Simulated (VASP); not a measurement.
# Ni (Fmmm) in VASP: single point with r2SCAN

Aim: the single point of Ni with r2SCAN.

Program: VASP 6.6.1. These are calculated values, not measurements. Logs are shortened: lines on timing, memory, paths and dates and some standing lists are left out, and cuts for length are marked.

## 1. The cell of the first run

The structure is orthorhombic, space group Fmmm (No. 69). The conventional cell has a = 3.343 Å, b = 3.440 Å, c = 8.023 Å, α = 90.00°, β = 90.00°, γ = 90.00°. Within 3.0 Å of Ni (site symmetry mm2) lie 9 Ni at 2.27 to 2.45 Å.

## 2. Single point, r2SCAN, collinear spin, ferromagnetic start

Input file POSCAR:

```
Ni
1.0
    1.7199358957     -4.0112966864      0.0000000000
    1.7199358957      4.0112966864      0.0000000000
    0.0000000000      0.0000000000      3.3426969073
Ni
4
Direct
    0.1415488268      0.8584511732     -0.0000035035
    0.6415488268      0.3584511732      0.5000035035
    0.8584511732      0.1415488268      1.0000035035
    0.3584511732      0.6415488268      0.4999964965
```

Input file INCAR.step1:

```
SYSTEM = Ni
PREC = Accurate ; ENCUT = 650
ISMEAR = 0 ; SIGMA = 0.1
LREAL = .FALSE. ; LASPH = .TRUE.
NELM = 200 ; ISPIN = 2
MAGMOM = 0.93 0.93 0.93 0.93 ; LMAXMIX = 4
NBANDS = 48 ; GGA = PE
ALGO = Normal ; EDIFF = 1E-5
LWAVE = .TRUE. ; LCHARG = .FALSE.
GGA_COMPAT = .FALSE.
```

Input file INCAR.step2:

```
SYSTEM = Ni
PREC = Accurate ; ENCUT = 650
EDIFF = 1E-6 ; ISMEAR = 0
SIGMA = 0.1 ; LREAL = .FALSE.
LASPH = .TRUE. ; NELM = 200
ALGO = Normal ; ISIF = 2
LWAVE = .FALSE. ; LCHARG = .FALSE.
ISPIN = 2 ; MAGMOM = 0.93 0.93 0.93 0.93
LORBIT = 11 ; LMAXMIX = 4
METAGGA = R2SCAN ; LMIXTAU = .TRUE.
NBANDS = 48 ; ISTART = 1
GGA_COMPAT = .FALSE.
```

Input file KPOINTS:

```
regular mesh
0
G
  6 6 4
  0 0 0
```

Potentials or basis: VASP PAW PBE potentials, release 64 (Ni_sv_GW).

Run with:

```console
$ cat potpaw_PBE.64/Ni_sv_GW/POTCAR > POTCAR
$ cp INCAR.step1 INCAR
$ mpirun -np 1 vasp_std > vasp.out
$ cp INCAR.step2 INCAR
$ mpirun -np 1 vasp_std > vasp.out
```

OUTCAR:

```text
SYSTEM = Ni
   PREC = Accurate
   ENCUT = 650
   EDIFF = 1E-6
   ISMEAR = 0
   LREAL = .FALSE.
   LASPH = .TRUE.
   NELM = 200
   ISIF = 2
   ISPIN = 2
   LORBIT = 11
   METAGGA = R2SCAN
   ISTART = 1

 ion  position               nearest neighbor table
   1  0.142  0.858  1.000-   3 2.27   2 2.40   2 2.40   2 2.40   2 2.40   4 2.41   4 2.41   3 2.45
                             3 2.45
   2  0.642  0.358  0.500-   4 2.27   1 2.40   1 2.40   1 2.40   1 2.40   3 2.41   3 2.41   4 2.45
                             4 2.45
   3  0.858  0.142  0.000-   1 2.27   4 2.40   4 2.40   4 2.40   4 2.40   2 2.41   2 2.41   1 2.45
                             1 2.45
   4  0.358  0.642  0.500-   2 2.27   3 2.40   3 2.40   3 2.40   3 2.40   1 2.41   1 2.41   2 2.45
                             2 2.45

  LATTYP: Found a base centered orthorhombic cell.
 ALAT       =     3.4398717914
 B/A-ratio  =     2.3322361586
 C/A-ratio  =     0.9717504343

  Lattice vectors:

 A1 = (   1.7199358957,  -4.0112966864,   0.0000000000)
 A2 = (   1.7199358957,   4.0112966864,   0.0000000000)
 A3 = (   0.0000000000,   0.0000000000,   3.3426969073)

Analysis of symmetry for initial positions (statically):
=====================================================================
 Subroutine PRICEL returns:
 Original cell was already a primitive cell.

 Routine SETGRP: Setting up the symmetry group for a
 base centered orthorhombic supercell.

 Subroutine GETGRP returns: Found  8 space group operations
 (whereof  4 operations were pure point group operations)
 out of a pool of  8 trial point group operations.

The static configuration has the point symmetry C_2h.
 The point group associated with its full space group is D_2h.

Analysis of symmetry for dynamics (positions and initial velocities):
=====================================================================
 Subroutine PRICEL returns:
 Original cell was already a primitive cell.

 Routine SETGRP: Setting up the symmetry group for a
 base centered orthorhombic supercell.

 Subroutine GETGRP returns: Found  8 space group operations
 (whereof  4 operations were pure point group operations)
 out of a pool of  8 trial point group operations.

The dynamic configuration has the point symmetry C_2h.
 The point group associated with its full space group is D_2h.

Analysis of structural, dynamic, and magnetic symmetry:
=====================================================================
 Subroutine PRICEL returns:
 Original cell was already a primitive cell.

 Routine SETGRP: Setting up the symmetry group for a
 base centered orthorhombic supercell.

 Subroutine GETGRP returns: Found  8 space group operations
 (whereof  4 operations were pure point group operations)
 out of a pool of  8 trial point group operations.

The overall configuration has the point symmetry C_2h.
 The point group associated with its full space group is D_2h.

 Subroutine INISYM returns: Found  8 space group operations
 (whereof  4 operations are pure point group operations),
 and found     1 'primitive' translations

----------------------------------------------------------------------------------------

                                     Primitive cell

  volume of cell :      46.1237

  direct lattice vectors                    reciprocal lattice vectors
     1.719935896 -4.011296686  0.000000000     0.290708509 -0.124647973  0.000000000
     1.719935896  4.011296686  0.000000000     0.290708509  0.124647973  0.000000000
     0.000000000  0.000000000  3.342696907     0.000000000  0.000000000  0.299159639

  length of vectors
     4.364479418  4.364479418  3.342696907     0.316304528  0.316304528  0.299159639

  position of ions in fractional coordinates (direct lattice)
     0.141548827  0.858451173  0.999996497
     0.641548827  0.358451173  0.500003503
     0.858451173  0.141548827  0.000003503
     0.358451173  0.641548827  0.499996497

  ion indices of the primitive-cell ions
   primitive index   ion index
                 1           1
                 2           2
                 3           3
                 4           4

----------------------------------------------------------------------------------------

 KPOINTS: regular mesh

Automatic generation of k-mesh.
 Grid dimensions read from file:
 generate k-points for:    6    6    4

 Generating k-lattice:

  Cartesian coordinates                     Fractional coordinates (reciprocal lattice)
     0.048451418 -0.020774662  0.000000000     0.166666667  0.000000000  0.000000000
     0.048451418  0.020774662  0.000000000     0.000000000  0.166666667  0.000000000
     0.000000000  0.000000000  0.074789910     0.000000000  0.000000000  0.250000000

  Length of vectors
     0.052717421  0.052717421  0.074789910

  Shift w.r.t. Gamma in fractional coordinates (k-lattice)
     0.000000000  0.000000000  0.000000000

 Subroutine IBZKPT returns following result:
 ===========================================

 Found     39 irreducible k-points:

 Following reciprocal coordinates:
            Coordinates               Weight
  0.000000  0.000000  0.000000      1.000000
  0.166667  0.000000  0.000000      4.000000
  0.333333  0.000000  0.000000      4.000000
  0.500000 -0.000000  0.000000      2.000000
  0.166667  0.166667  0.000000      2.000000
  0.333333  0.166667  0.000000      4.000000
[... 16 lines left out ...]
  0.333333  0.333333  0.250000      4.000000
  0.500000  0.333333  0.250000      8.000000
 [... further k-points ...]
   k-points           NKPTS =     39   k-points in BZ     NKDIM =     39   number of bands    NBANDS=     48
   number of dos      NEDOS =    301   number of ions     NIONS =      4
   total plane-waves  NPLWV =  36288
   dimension x,y,z NGX =    36 NGY =   36 NGZ =   28
   dimension x,y,z NGXF=    72 NGYF=   72 NGZF=   56
   ions per type =               4
   NGX,Y,Z   is equivalent  to a cutoff of  13.71, 13.71, 13.93 a.u.
   NGXF,Y,Z  is equivalent  to a cutoff of  27.43, 27.43, 27.85 a.u.
 SYSTEM =  Ni
   PREC   = accura    normal or accurate (medium, high low for compatibility)
   ISTART =      1    job   : 0-new  1-cont  2-samecut
   ICHARG =      0    charge: 1-file 2-atom 10-const
   ISPIN  =      2    spin polarized calculation?
   LNONCOLLINEAR =      F non collinear calculations
   LSORBIT =      F    spin-orbit coupling
   LASPH  =      T    aspherical Exc in radial PAW
   ENCUT  =  650.0 eV  47.77 Ry    6.91 a.u.   9.07  9.07  6.95*2*pi/ulx,y,z
   NELM   =    200;   NELMIN=  2; NELMDL=  0     # of ELM steps
   EDIFF  = 0.1E-05   stopping-criterion for ELM
   LREAL  =      F    real-space projection
   EDIFFG = 0.1E-04   stopping-criterion for IOM
   NSW    =      0    number of steps for IOM
   IBRION =     -1    ionic relax: 0-MD 1-quasi-New 2-CG
   NFREE  =      0    steps in history (QN), initial steepest desc. (CG)
   ISIF   =      2    stress and relaxation
   ISYM   =      2    0-nonsym 1-usesym 2-fastsym
   POTIM  = 0.5000    time-step for ionic-motion
   TEBEG  =    0.0;   TEEND  =   0.0 temperature during run
   PSTRESS=    0.0 pullay stress
   NELECT =      72.0000    total number of electrons
   NUPDOWN=      -1.0000    fix difference up-down
   EMIN   =  10.00;   EMAX   =-10.00  energy-range for DOS
   EFERMI =   0.00;   METHOD = LEGACY
   ISMEAR =     0;   SIGMA  =   0.10  broadening in eV -4-tet -1-fermi 0-gaus
   EFERMI_NEDOS =   21; number of points for ismear=-14 and -15
   IALGO  =     38    algorithm
   IMIX   =      4    mixing-type and parameters
     AMIX     =   0.40;   BMIX     =  1.00
     AMIX_MAG =   1.60;   BMIX_MAG =  1.00
  volume/ion in A,a.u.               =      11.53        77.81
  Fermi-wavevector in a.u.,A,eV,Ry     =   1.899085  3.588750 49.069716  3.606522
  Thomas-Fermi vector in A             =   2.938502
   LORBIT       =     11    0 simple, 1 ext, 2 COOP (PROOUT), +10 PAW based schemes
   METAGGA = R2SCAN    functional components
   LHFCALC =     F    Hartree Fock is set to
   AEXX    =    0.0000 exact exchange contribution
   IVDW    =     0    specifies the selected vdW correction
   LEPSILON=     F    determine dielectric tensor
   LRPA    =     F    only Hartree local field effects (RPA)
 spin polarized calculation
 Gauss-broadening in eV      SIGMA  =   0.10
  energy-cutoff  :      650.00
  volume of cell :       46.12
 maximum number of plane-waves:      1758
   NGX = 19   NGY = 19   NGZ = 13

 number of electron      72.0000007 magnetization       3.0868959

 Free energy of the ion-electron system (eV)
  ---------------------------------------------------
  ext. energy  EPLUGINS =         0.00000000
  ---------------------------------------------------
  free energy    TOTEN  =       -50.05183627 eV

  energy without entropy =      -50.02259759  energy(sigma->0) =      -50.03721693

 E-fermi :   7.0966     XC(G=0): -14.5157

 val. band max:        7.0905869147   @ k =   0.5000   0.5000   0.0000
 cond. band min:       7.1028419097   @ k =   0.1667   0.0000   0.2500
 fundamental gap:      0.0122549950
 Fermi energy:         7.0965562494

 spin component 1

 k-point     1 :       0.0000    0.0000    0.0000
  band No.  band energies     occupation
      1    -100.6211      1.00000
      2    -100.5724      1.00000
      3    -100.5695      1.00000
      4    -100.5531      1.00000
      5     -59.7860      1.00000
      6     -59.6741      1.00000
[... 1213 lines left out ...]
     47      24.5136      0.00000
     48      25.2964      0.00000

 [... further k-points ...]

 spin component 2

 k-point     1 :       0.0000    0.0000    0.0000
  band No.  band energies     occupation
      1     -99.2502      1.00000
      2     -99.1983      1.00000
      3     -99.1954      1.00000
      4     -99.1779      1.00000
      5     -58.3764      1.00000
      6     -58.2553      1.00000
[... 1213 lines left out ...]
     47      24.6857      0.00000
     48      25.4661      0.00000

 [... further k-points ...]
[... 5 lines left out ...]
  --------------------------------------------------------------------------------------
  -------------------------------------------------------------------------------------
  Total       -0.8451073     -0.9770451     -0.9107698      0.0000000      0.0000000      0.0000000
  in kB      -29.3561018    -33.9391644    -31.6369903      0.0000000      0.0000000      0.0000000
  external PRESSURE =     -31.6440855 kB  Pullay stress =       0.0000000 kB

 VOLUME and BASIS-vectors are now :
 -----------------------------------------------------------------------------
  energy-cutoff  :      650.00
  volume of cell :       46.12
      direct lattice vectors                 reciprocal lattice vectors
     1.719935896 -4.011296686  0.000000000     0.290708509 -0.124647973  0.000000000
     1.719935896  4.011296686  0.000000000     0.290708509  0.124647973  0.000000000
     0.000000000  0.000000000  3.342696907     0.000000000  0.000000000  0.299159639

 POSITION                                       TOTAL-FORCE (eV/Angst)
 -----------------------------------------------------------------------------------
      1.71994      2.87571      3.34269         0.000000     -0.026777      0.000107
      1.71994     -1.13559      1.67136         0.000000     -0.026777     -0.000107
      1.71994     -2.87571      0.00001         0.000000      0.026777     -0.000107
      1.71994      1.13559      1.67134         0.000000      0.026777      0.000107
 -----------------------------------------------------------------------------------
    total drift:                                0.000000     -0.000000     -0.000000

  FREE ENERGIE OF THE ION-ELECTRON SYSTEM (eV)
  ---------------------------------------------------
  free  energy   TOTEN  =       -50.0518362703 eV

  energy  without entropy=      -50.0225975899  energy(sigma->0) =      -50.03721693

 total charge

# of ion       s       p       d       f       tot
--------------------------------------------------
    1        2.251   6.287   7.843   0.006  16.386
    2        2.251   6.287   7.843   0.006  16.386
    3        2.251   6.287   7.843   0.006  16.386
    4        2.251   6.287   7.843   0.006  16.386
--------------------------------------------------
tot          9.003  25.147  31.371   0.022  65.543

 magnetization (x)

# of ion       s       p       d       f       tot
--------------------------------------------------
    1       -0.002  -0.022   0.859  -0.000   0.834
    2       -0.002  -0.022   0.859  -0.000   0.834
    3       -0.002  -0.022   0.859  -0.000   0.834
    4       -0.002  -0.022   0.859  -0.000   0.834
--------------------------------------------------
tot         -0.009  -0.089   3.435  -0.002   3.335
```

Run time: 14 min. Hardware: 1 thread of Intel Xeon Platinum 8488C (Sapphire Rapids), shared host; peak memory 0.35 GiB.

Results:

- Free energy: -50.0518 eV
- Pressure: -3.2 GPa
- Largest force: 0.027 eV/Å
- Net moment: 3.09 μB per cell
- Site moments: Ni +0.83 μB
- Valence electrons inside the program's atomic spheres: Ni 16.39

Forces in eV/Å, atoms in the order of the input:
```
Ni   0.000 -0.027  0.000
Ni   0.000 -0.027  0.000
Ni   0.000  0.027  0.000
Ni   0.000  0.027  0.000
```

Caveat: the k points lie up to 0.47 Å⁻¹ apart; the PAW data sets were made with another functional, which shifts forces and pressure a little.
